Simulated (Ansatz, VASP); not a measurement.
## One calculation of ZnS, two programs

INCAR

```
ALGO     = Normal         # electronic algorithm
EDIFF    = 1E-6           # SCF threshold, eV
ENCUT    = 520            # plane-wave cutoff, eV
GGA      = PS             # functional
ISIF     = 2              # what is computed and relaxed
ISMEAR   = 0              # smearing method
LASPH    = T              # aspherical terms in the spheres
LCHARG   = F              # write CHGCAR
LREAL    = F              # projectors in reciprocal space
LWAVE    = F              # write WAVECAR
NBANDS   = 26             # bands
NELM     = 80             # most SCF steps
PREC     = Accurate       # precision mode
SIGMA    = 0.01           # smearing width, eV
```

The input KPOINTS:

```
k-points
0
Gamma
  6 6 4
```

Contents of POSCAR:

```
ZnS
1.0
    3.6006784405      0.0000000000      0.0000000000
   -1.8003392203      3.1182790004      0.0000000000
    0.0000000000      0.0000000000      5.9549148922
Zn S
2 2
Direct
    0.3333333333      0.6666666667      0.0066966749
    0.6666666667      0.3333333333      0.5066966749
    0.3333333333      0.6666666667      0.3783033251
    0.6666666667      0.3333333333      0.8783033251
```

Input for Ansatz:

```yaml
crystal:
  lattice:
    - [3.60067844054, 0.0, 0.0]
    - [-1.80033922027, 3.11827900037, 0.0]
    - [0.0, 0.0, 5.95491489219]
  atoms:
    - { symbol: Zn, position: [0.333333333333, 0.666666666667, 0.006696674883] }
    - { symbol: Zn, position: [0.666666666667, 0.333333333333, 0.506696674883] }
    - { symbol: S, position: [0.333333333333, 0.666666666667, 0.378303325117] }
    - { symbol: S, position: [0.666666666667, 0.333333333333, 0.878303325117] }
kpoints:
  mp_grid: { grid: [6, 6, 4] }
scf:
  occupations: { method: fixed }
  convergence: { dr2_threshold: 1.0e-10 }
hamiltonian:
  xc: pbesol
  pseudopotentials: { kind: all_electron, lapw: { basis_error: 0.0005 } }
output:
  forces: true
  stress: true
  eigenstates:
    kpoints:
      - [0.0, 0.0, 0.0]
      - [0.0, 0.0, -0.5]
      - [-0.5, 0.0, 0.0]
      - [-0.5, 0.5, 0.0]
      - [0.0, -0.5, 0.0]
      - [-0.5, 0.0, -0.5]
      - [-0.5, 0.5, -0.5]
      - [0.0, -0.5, -0.5]
  eigenvalues: true
```

Alike in both runs: task single point; functional PBEsol; k mesh 6 × 6 × 4; no spin polarisation.

|  | VASP | Ansatz |
| --- | --- | --- |
| version | VASP 6.6.1 | Ansatz 0.2.0 |
| potentials or method | VASP PAW PBE potentials, release 64 (Zn, S), cutoff 520 eV | all-electron LAPW, scalar-relativistic |
| occupations | gaussian, width 0.01 eV | fixed |

Ansatz gave:

- gap on the k mesh at the Fermi level (eV): 2.77
- pressure (GPa): 15.0

**Question.** Estimate VASP's values.

**Answer.** gap on the k mesh at the Fermi level (eV): 2.78; pressure (GPa): 15.2.

VASP's potentials were made for PBE, not for PBEsol. Ansatz ran all-electron here, and VASP with PAW potentials.
